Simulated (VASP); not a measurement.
# Al4GeRu in VASP: a series of runs

Runs on Al4GeRu. Level: PBE. Tasks: single point.

Program: VASP 6.6.1. These are calculated values, not measurements. Logs are shortened: lines on timing, memory, paths and dates and some standing lists are left out, and cuts for length are marked.

### Step 1. The cell of the first run

The typed cell holds 6 atoms: a = 5.199 Å, b = 5.199 Å, c = 5.199 Å, α = 110.96°, β = 110.96°, γ = 106.53°.

The cell was built from a structure type or drawn by symmetry, and may not be a known phase.

### Step 2. Single point, PBE

INCAR reads:

```
SYSTEM = Al4GeRu
  PREC = Accurate
  ENCUT = 520
  EDIFF = 1E-7
  ISMEAR = 0
  SIGMA = 0.1
  LREAL = .False.
  LASPH = .True.
  NELM = 80
  ALGO = Normal
  ISIF = 2
  LWAVE = .False.
  LCHARG = .False.
  GGA = PE
  NBANDS = 29
```

KPOINTS reads:

```
Automatic mesh
0
Gamma
  6 6 6
  0 0 0
```

POSCAR reads:

```
Al4GeRu
1.0
   -2.9464121309      2.9464121309      3.1097612941
    2.9464121309     -2.9464121309      3.1097612941
    2.9464121309      2.9464121309     -3.1097612941
Al Ge Ru
4 1 1
Direct
    0.4999803677      0.4999803677      0.5000009985
    0.5000196323      0.0000206308      0.0000000000
    0.9999793692      0.9999793692      0.4999990015
    0.0000206308      0.5000196323      0.0000000000
    0.0000000000      0.0000000000      0.0000000000
    0.5000000000      0.5000000000      0.0000000000
```

Potentials or basis: VASP PAW PBE potentials, release 64 (Al, Ge_d, Ru_pv).

The run is started by

```bash
> cat potpaw_PBE.64/Al/POTCAR potpaw_PBE.64/Ge_d/POTCAR potpaw_PBE.64/Ru_pv/POTCAR > POTCAR
> mpirun -np 1 vasp_std > vasp.out
```

OUTCAR:

```text
SYSTEM = Al4GeRu
   PREC = Accurate
   ENCUT = 520
   EDIFF = 1E-7
   ISMEAR = 0
   LREAL = .False.
   LASPH = .True.
   NELM = 80
   ISIF = 2
   GGA = PE

 ion  position               nearest neighbor table
   1  0.500  0.500  0.500-   6 2.60   5 2.60   5 2.60   6 2.60   2 2.95   4 2.95   2 2.95   4 2.95
                             3 3.11   3 3.11
   2  0.500  0.000  0.000-   6 2.60   5 2.60   5 2.60   6 2.60   1 2.95   1 2.95   3 2.95   3 2.95
                             4 3.11   4 3.11
   3  1.000  1.000  0.500-   6 2.60   5 2.60   5 2.60   6 2.60   2 2.95   4 2.95   4 2.95   2 2.95
                             1 3.11   1 3.11
   4  0.000  0.500  0.000-   6 2.60   5 2.60   5 2.60   6 2.60   1 2.95   3 2.95   1 2.95   3 2.95
                             2 3.11   2 3.11
   5  0.000  0.000  0.000-   1 2.60   2 2.60   4 2.60   3 2.60   3 2.60   2 2.60   4 2.60   1 2.60
                             6 3.11   6 3.11
   6  0.500  0.500  0.000-   1 2.60   2 2.60   3 2.60   4 2.60   2 2.60   1 2.60   4 2.60   3 2.60
                             5 3.11   5 3.11

  LATTYP: Found a body centered tetragonal cell.
 ALAT       =     5.8928242618
 C/A-ratio  =     1.0554400253

  Lattice vectors:

 A1 = (  -2.9464121309,   2.9464121309,   3.1097612941)
 A2 = (   2.9464121309,  -2.9464121309,   3.1097612941)
 A3 = (   2.9464121309,   2.9464121309,  -3.1097612941)

Analysis of symmetry for initial positions (statically):
=====================================================================
 Subroutine PRICEL returns:
 Original cell was already a primitive cell.

 Routine SETGRP: Setting up the symmetry group for a
 body centered tetragonal supercell.

 Subroutine GETGRP returns: Found  8 space group operations
 (whereof  8 operations were pure point group operations)
 out of a pool of 16 trial point group operations.

The static configuration has the point symmetry D_2d.

Analysis of symmetry for dynamics (positions and initial velocities):
=====================================================================
 Subroutine PRICEL returns:
 Original cell was already a primitive cell.

 Routine SETGRP: Setting up the symmetry group for a
 body centered tetragonal supercell.

 Subroutine GETGRP returns: Found  8 space group operations
 (whereof  8 operations were pure point group operations)
 out of a pool of 16 trial point group operations.

The dynamic configuration has the point symmetry D_2d.

 Subroutine INISYM returns: Found  8 space group operations
 (whereof  8 operations are pure point group operations),
 and found     1 'primitive' translations

----------------------------------------------------------------------------------------

                                     Primitive cell

  volume of cell :     107.9876

  direct lattice vectors                    reciprocal lattice vectors
    -2.946412131  2.946412131  3.109761294     0.000000000  0.169697917  0.160784045
     2.946412131 -2.946412131  3.109761294     0.169697917  0.000000000  0.160784045
     2.946412131  2.946412131 -3.109761294     0.169697917  0.169697917  0.000000000

  length of vectors
     5.199356133  5.199356133  5.199356133     0.233771025  0.233771025  0.239989095

  position of ions in fractional coordinates (direct lattice)
     0.499980368  0.499980368  0.500000998
     0.500019632  0.000020631  0.000000000
     0.999979369  0.999979369  0.499999002
     0.000020631  0.500019632  0.000000000
     0.000000000  0.000000000  0.000000000
     0.500000000  0.500000000  0.000000000

  ion indices of the primitive-cell ions
   primitive index   ion index
                 1           1
                 2           2
                 3           3
                 4           4
                 5           5
                 6           6

----------------------------------------------------------------------------------------

 KPOINTS: Automatic mesh

Automatic generation of k-mesh.
 Grid dimensions read from file:
 generate k-points for:    6    6    6

 Generating k-lattice:

  Cartesian coordinates                     Fractional coordinates (reciprocal lattice)
     0.000000000  0.028282986  0.026797341     0.166666667  0.000000000 -0.000000000
     0.028282986  0.000000000  0.026797341     0.000000000  0.166666667 -0.000000000
     0.028282986  0.028282986  0.000000000     0.000000000  0.000000000  0.166666667

  Length of vectors
     0.038961837  0.038961837  0.039998183

  Shift w.r.t. Gamma in fractional coordinates (k-lattice)
     0.000000000  0.000000000  0.000000000

 Subroutine IBZKPT returns following result:
 ===========================================

 Found     30 irreducible k-points:

 Following reciprocal coordinates:
            Coordinates               Weight
  0.000000  0.000000  0.000000      1.000000
  0.166667  0.000000  0.000000      8.000000
  0.333333  0.000000  0.000000      8.000000
  0.500000  0.000000  0.000000      4.000000
  0.166667  0.166667  0.000000      8.000000
  0.333333  0.166667  0.000000     16.000000
[... 16 lines left out ...]
 -0.333333 -0.333333  0.166667      8.000000
 -0.166667 -0.333333  0.166667      8.000000
 [... further k-points ...]
   k-points           NKPTS =     30   k-points in BZ     NKDIM =     30   number of bands    NBANDS=     29
   number of dos      NEDOS =    301   number of ions     NIONS =      6
   total plane-waves  NPLWV =  64000
   dimension x,y,z NGX =    40 NGY =   40 NGZ =   40
   dimension x,y,z NGXF=    80 NGYF=   80 NGZF=   80
   ions per type =               4   1   1
   NGX,Y,Z   is equivalent  to a cutoff of  12.79, 12.79, 12.79 a.u.
   NGXF,Y,Z  is equivalent  to a cutoff of  25.58, 25.58, 25.58 a.u.
 SYSTEM =  Al4GeRu
   PREC   = accura    normal or accurate (medium, high low for compatibility)
   ISTART =      0    job   : 0-new  1-cont  2-samecut
   ICHARG =      2    charge: 1-file 2-atom 10-const
   ISPIN  =      1    spin polarized calculation?
   LNONCOLLINEAR =      F non collinear calculations
   LSORBIT =      F    spin-orbit coupling
   LASPH  =      T    aspherical Exc in radial PAW
   ENCUT  =  520.0 eV  38.22 Ry    6.18 a.u.   9.67  9.67  9.67*2*pi/ulx,y,z
   NELM   =     80;   NELMIN=  2; NELMDL= -5     # of ELM steps
   EDIFF  = 0.1E-06   stopping-criterion for ELM
   LREAL  =      F    real-space projection
   EDIFFG = 0.1E-05   stopping-criterion for IOM
   NSW    =      0    number of steps for IOM
   IBRION =     -1    ionic relax: 0-MD 1-quasi-New 2-CG
   NFREE  =      0    steps in history (QN), initial steepest desc. (CG)
   ISIF   =      2    stress and relaxation
   ISYM   =      2    0-nonsym 1-usesym 2-fastsym
   POTIM  = 0.5000    time-step for ionic-motion
   TEBEG  =    0.0;   TEEND  =   0.0 temperature during run
   PSTRESS=    0.0 pullay stress
   NELECT =      40.0000    total number of electrons
   NUPDOWN=      -1.0000    fix difference up-down
   EMIN   =  10.00;   EMAX   =-10.00  energy-range for DOS
   EFERMI =   0.00;   METHOD = LEGACY
   ISMEAR =     0;   SIGMA  =   0.10  broadening in eV -4-tet -1-fermi 0-gaus
   EFERMI_NEDOS =   21; number of points for ismear=-14 and -15
   IALGO  =     38    algorithm
   IMIX   =      4    mixing-type and parameters
     AMIX     =   0.40;   BMIX     =  1.00
     AMIX_MAG =   1.60;   BMIX_MAG =  1.00
  volume/ion in A,a.u.               =      18.00       121.46
  Fermi-wavevector in a.u.,A,eV,Ry     =   1.175719  2.221786 18.807535  1.382315
  Thomas-Fermi vector in A             =   2.312095
   LORBIT       =      0    0 simple, 1 ext, 2 COOP (PROOUT), +10 PAW based schemes
   GGA     = PE    functional components
   LHFCALC =     F    Hartree Fock is set to
   AEXX    =    0.0000 exact exchange contribution
   IVDW    =     0    specifies the selected vdW correction
   LEPSILON=     F    determine dielectric tensor
   LRPA    =     F    only Hartree local field effects (RPA)
 non-spin polarized calculation
 Gauss-broadening in eV      SIGMA  =   0.10
  energy-cutoff  :      520.00
  volume of cell :      107.99
 maximum number of plane-waves:      2922
 NGX is ok and might be reduce to    40
   NGX = 19   NGY = 19   NGZ = 19

 number of electron      39.9999997 magnetization

 Free energy of the ion-electron system (eV)
  ---------------------------------------------------
  ext. energy  EPLUGINS =         0.00000000
  ---------------------------------------------------
  free energy    TOTEN  =       -29.14026806 eV

  energy without entropy =      -29.12155830  energy(sigma->0) =      -29.13091318

 E-fermi :   7.1097     XC(G=0): -10.3753

 val. band max:        7.0520558680   @ k =  -0.3333   0.5000   0.1667
 cond. band min:       7.1104675024   @ k =  -0.3333   0.3333   0.1667
 fundamental gap:      0.0584116344
 Fermi energy:         7.1097383560

 k-point     1 :       0.0000    0.0000    0.0000
  band No.  band energies     occupation
      1     -35.1611      2.00000
      2     -35.1061      2.00000
      3     -35.1061      2.00000
      4     -17.3859      2.00000
      5     -17.3859      2.00000
      6     -17.3812      2.00000
[... 21 lines left out ...]
     28      12.9167      0.00000
     29      12.9167      0.00000

 k-point     2 :       0.1667    0.0000    0.0000
  band No.  band energies     occupation
      1     -35.1612      2.00000
      2     -35.1062      2.00000
      3     -35.1062      2.00000
      4     -17.3857      2.00000
      5     -17.3857      2.00000
      6     -17.3811      2.00000
[... 21 lines left out ...]
     28      11.9085      0.00000
     29      13.1118      0.00000

 k-point     3 :       0.3333    0.0000    0.0000
  band No.  band energies     occupation
      1     -35.1615      2.00000
      2     -35.1064      2.00000
      3     -35.1064      2.00000
      4     -17.3853      2.00000
      5     -17.3853      2.00000
      6     -17.3807      2.00000
[... 638 lines left out ...]
      5     -17.3847      2.00000
      6     -17.3807      2.00000
[... 21 lines left out ...]
     28      12.7361      0.00000
     29      13.4496      0.00000

 k-point    24 :      -0.1667   -0.3333    0.1667
  band No.  band energies     occupation
      1     -35.1617      2.00000
      2     -35.1065      2.00000
      3     -35.1065      2.00000
      4     -17.3851      2.00000
      5     -17.3851      2.00000
      6     -17.3805      2.00000
[... 21 lines left out ...]
     28      12.2025      0.00000
     29      13.0338      0.00000

 [... further k-points ...]

------------------------ aborting loop because EDIFF is reached ----------------------------------------

  FORCE on cell =-STRESS in cart. coord.  units (eV):
  Direction    XX          YY          ZZ          XY          YZ          ZX
  --------------------------------------------------------------------------------------
  -------------------------------------------------------------------------------------
  Total        0.0503144      0.0503144     -0.0128976      0.0000000     -0.0000000      0.0000000
  in kB        0.7464990      0.7464990     -0.1913582      0.0000000     -0.0000000      0.0000000
  external PRESSURE =       0.4338799 kB  Pullay stress =       0.0000000 kB

 VOLUME and BASIS-vectors are now :
 -----------------------------------------------------------------------------
  energy-cutoff  :      520.00
  volume of cell :      107.99
      direct lattice vectors                 reciprocal lattice vectors
    -2.946412131  2.946412131  3.109761294     0.000000000  0.169697917  0.160784045
     2.946412131 -2.946412131  3.109761294     0.169697917  0.000000000  0.160784045
     2.946412131  2.946412131 -3.109761294     0.169697917  0.169697917  0.000000000

 POSITION                                       TOTAL-FORCE (eV/Angst)
 -----------------------------------------------------------------------------------
      1.47321      1.47321      1.55476        -0.000030     -0.000030      0.000373
     -1.47320      1.47320      1.55501        -0.000030      0.000030     -0.000373
      1.47320      1.47320      4.66452         0.000030      0.000030      0.000373
      1.47320     -1.47320      1.55501         0.000030     -0.000030     -0.000373
      0.00000      0.00000      0.00000        -0.000000      0.000000     -0.000000
      0.00000      0.00000      3.10976        -0.000000      0.000000     -0.000000
 -----------------------------------------------------------------------------------
    total drift:                                0.000000      0.000000      0.000000

  FREE ENERGIE OF THE ION-ELECTRON SYSTEM (eV)
  ---------------------------------------------------
  free  energy   TOTEN  =       -29.1402680639 eV

  energy  without entropy=      -29.1215583026  energy(sigma->0) =      -29.13091318
```

It took 3 min on 1 thread of Intel Xeon 8259CL, shared host; peak memory 0.3 GiB.

What came out:

* Free energy: -29.1403 eV
* Pressure: 0.0 GPa
* Band gap on the k mesh: zero (bands 20 and 21 overlap by 2.59 eV)

### Step 3. Single point, PBE

INCAR reads:

```
PREC = Accurate
ENCUT = 520
EDIFF = 1E-6
ISMEAR = 0
SIGMA = 0.1
LREAL = False
LASPH = True
NELM = 80
ALGO = Fast
ISIF = 2
LWAVE = False
LCHARG = False
GGA = PE
NBANDS = 29
```

KPOINTS reads:

```
regular mesh
0
Gamma
  10 10 10
```

POSCAR reads:

```
Al4GeRu
1.0
   -2.9460815693      2.9460815693      3.1125218460
    2.9460815693     -2.9460815693      3.1125218460
    2.9460815693      2.9460815693     -3.1125218460
Al Ge Ru
4 1 1
Direct
    0.5000000000      0.5000000000      0.5000000000
    0.5000000000      0.0000000000      0.0000000000
    0.0000000000      0.0000000000      0.5000000000
    0.0000000000      0.5000000000      0.0000000000
    0.0000000000      0.0000000000      0.0000000000
    0.5000000000      0.5000000000      0.0000000000
```

Potentials or basis: VASP PAW PBE potentials, release 64 (Al, Ge_d, Ru_pv).

The run is started by

```bash
> cat potpaw_PBE.64/Al/POTCAR potpaw_PBE.64/Ge_d/POTCAR potpaw_PBE.64/Ru_pv/POTCAR > POTCAR
> mpirun -np 1 vasp_std > vasp.out
```

Wall time 11 min (1 thread of Intel Xeon 8259CL, shared host); peak memory 0.47 GiB.

The run converged. Its results:

| Quantity | Value |
| --- | --- |
| Free energy | -29.1558 eV |
| Pressure | 0.0 GPa |
| Band gap on the k mesh | zero (bands 20 and 21 overlap by 2.59 eV) |

Levels at points of the mesh, in eV from the Fermi level:
| k point | band 16 | band 17 | band 18 | band 19 | band 20 | band 21 | band 22 | band 23 | band 24 | band 25 |
| --- | --- | --- | --- | --- | --- | --- | --- | --- | --- | --- |
| (0.00, 0.00, 0.00) | -3.82 | -1.94 | -1.69 | -1.17 | -1.05 | -1.05 | 1.23 | 1.23 | 1.56 | 2.18 |
| (0.50, 0.00, 0.00) | -2.62 | -2.31 | -1.18 | -0.85 | -0.38 | 0.70 | 1.02 | 2.00 | 2.40 | 3.30 |
| (0.50, 0.50, 0.00) | -2.80 | -2.09 | -1.41 | -0.52 | 0.08 | 1.03 | 2.15 | 2.79 | 2.84 | 3.18 |
| (0.50, 0.50, 0.50) | -3.00 | -2.68 | -1.21 | 0.02 | 1.54 | 1.77 | 1.77 | 2.51 | 2.70 | 2.70 |
